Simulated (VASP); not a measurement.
Crystal: Si3N4.

```xyz
14
Lattice="-2.5503 2.5503 4.1770 2.5503 -2.5503 4.1770 2.5503 2.5503 -4.1770" Properties=species:S:1:pos:R:3 pbc="T T T"
Si    0.0000    0.0000    0.0000
Si    0.0000    2.5503    2.0885
Si    0.0000    1.2752    5.2212
Si    1.2752    0.0000    3.1327
Si    2.5503    1.2752    1.0442
Si    1.2752    2.5503   -1.0442
N     0.0000    1.1334    3.2071
N     1.4170    0.0000    1.1186
N     2.5503    1.4170   -0.9699
N     3.6837    0.0000    1.1186
N     2.5503   -1.1334    3.0584
N     1.4170    2.5503    0.9699
N     2.5503    1.1334    3.0584
N     1.1334    0.0000    5.1469
```

```yaml
Program: VASP 6.6.1
Task: relaxation of cell and atoms
Functional: PBE
Potentials_or_basis: VASP PAW PBE potentials, release 64 (Si, N)
Cutoff: 600 eV
k_mesh: 6 × 6 × 6
Occupations: gaussian, width 0.1 eV
Spin: no spin polarisation
```

At the start: pressure 47.4 GPa; volume 7.76 Å³/atom.

Task: Where does the relaxation end?

Result: Over 13 steps the energy falls by 356.1 meV/atom and the volume is 8.43 Å³/atom (+8.7 %); space group Fd-3m (No. 227, to 0.05 Å).

Step by step:
```csv
step,energy change (eV),largest force (eV/Å),pressure (GPa),volume (Å³)
1,0.0000,5.3848,47.44,108.67
2,4.8605,6.0806,-32.78,147.33
3,-4.0848,1.8152,-7.19,121.35
4,-4.1617,1.4130,-3.93,120.07
5,-4.1761,1.1558,-1.79,119.30
6,-4.9200,0.3123,-3.02,119.40
7,-4.9266,0.4508,-2.87,119.39
8,-4.9685,0.2040,2.28,117.13
9,-4.9743,0.1789,0.88,117.71
10,-4.9822,0.1251,-0.35,118.16
11,-4.9824,0.1344,-0.55,118.23
12,-4.9850,0.0498,0.04,118.05
13,-4.9853,0.0085,-0.09,118.09
```

Final structure:
```
CELL_PARAMETERS angstrom
-2.75268 2.75268 3.89617
2.75268 -2.75268 3.89617
2.75268 2.75268 -3.89617
ATOMIC_POSITIONS crystal
Si 0.00000 0.00000 0.00000
Si 0.75000 0.25000 0.50000
Si 0.87500 0.62500 0.25000
Si 0.37500 0.62500 0.25000
Si 0.37500 0.62500 0.75000
Si 0.37500 0.12500 0.75000
N 0.61761 0.38249 0.23512
N 0.13249 0.39738 0.26488
N 0.14738 0.38249 0.76488
N 0.13249 0.86761 0.73512
N 0.13239 0.86751 0.26488
N 0.61751 0.38239 0.76488
N 0.60262 0.86751 0.73512
N 0.61751 0.85262 0.23512
```
